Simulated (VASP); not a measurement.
A run of VASP 6.6.1 is set up as follows.

Contents of POSCAR:

```
Cu2O
1.0
    4.2310587691      0.0000000000      0.0000000000
    0.0000000000      4.2310587691      0.0000000000
    0.0000000000      0.0000000000      4.2310587691
Cu O
4 2
Direct
    0.2500000000      0.2500000000      0.2500000000
    0.2500000000      0.7500000000      0.7500000000
    0.7500000000      0.7500000000      0.2500000000
    0.7500000000      0.2500000000      0.7500000000
    0.0000000000      0.0000000000      0.0000000000
    0.5000000000      0.5000000000      0.5000000000
```

Contents of INCAR.step1:

```
SYSTEM = Cu2O
PREC = Accurate ; ENCUT = 660
ISMEAR = 0 ; SIGMA = 0.01
LREAL = .False. ; LASPH = .True.
NELM = 120 ; NBANDS = 37
GGA = PE ; ALGO = Normal
EDIFF = 1E-5 ; LWAVE = .True.
LCHARG = .False. ; GGA_COMPAT = .False.
```

The input INCAR.step2:

```
SYSTEM = Cu2O
PREC = Accurate ; ENCUT = 660
EDIFF = 1E-6 ; ISMEAR = 0
SIGMA = 0.01 ; LREAL = .False.
LASPH = .True. ; NELM = 120
ALGO = Normal ; ISIF = 2
LWAVE = .False. ; LCHARG = .False.
METAGGA = R2SCAN ; LMIXTAU = .True.
IVDW = 13 ; VDW_S6 = 1.0
VDW_S8 = 0.6018749 ; VDW_A1 = 0.51559235
VDW_A2 = 5.77342911 ; NBANDS = 37
ISTART = 1 ; GGA_COMPAT = .False.
```

File KPOINTS:

```
regular mesh
0
Gamma
  6 6 6
  0 0 0
```

Potentials or basis: VASP PAW PBE potentials, release 64 (Cu, O).

The run is started by

```bash
$ cat potpaw_PBE.64/Cu/POTCAR potpaw_PBE.64/O/POTCAR > POTCAR
$ cp INCAR.step1 INCAR
$ mpirun -np 1 vasp_std > vasp.out
$ cp INCAR.step2 INCAR
$ mpirun -np 1 vasp_std > vasp.out
```

**Question.** Predict the band gap on the k mesh.

**Answer.** 0.81 eV.

**Question.** Predict the dispersion energy per atom.

**Answer.** -0.125 eV.

**Experimental background.**

From “Importance of surface oxygen vacancies for ultrafast hot carrier relaxation and transport in Cu2O”, 2021, arxiv:2103.03167, for a bulk crystal of Cu2O: band gap 2.17 eV (direct).

Against the measured gap of Cu2O, 2.17 eV (direct; quoted in “Importance of surface oxygen vacancies for ultrafast hot carrier relaxation and transport in Cu2O”, 2021, arxiv:2103.03167), the calculated 0.81 eV is off by -1.36 eV. So large a miss can be the level of theory's own, or it may mean another phase, state or a wrong row. The value is that of r2SCAN+D4 on a finite k mesh, which can miss the band edges, without temperature or zero-point motion.
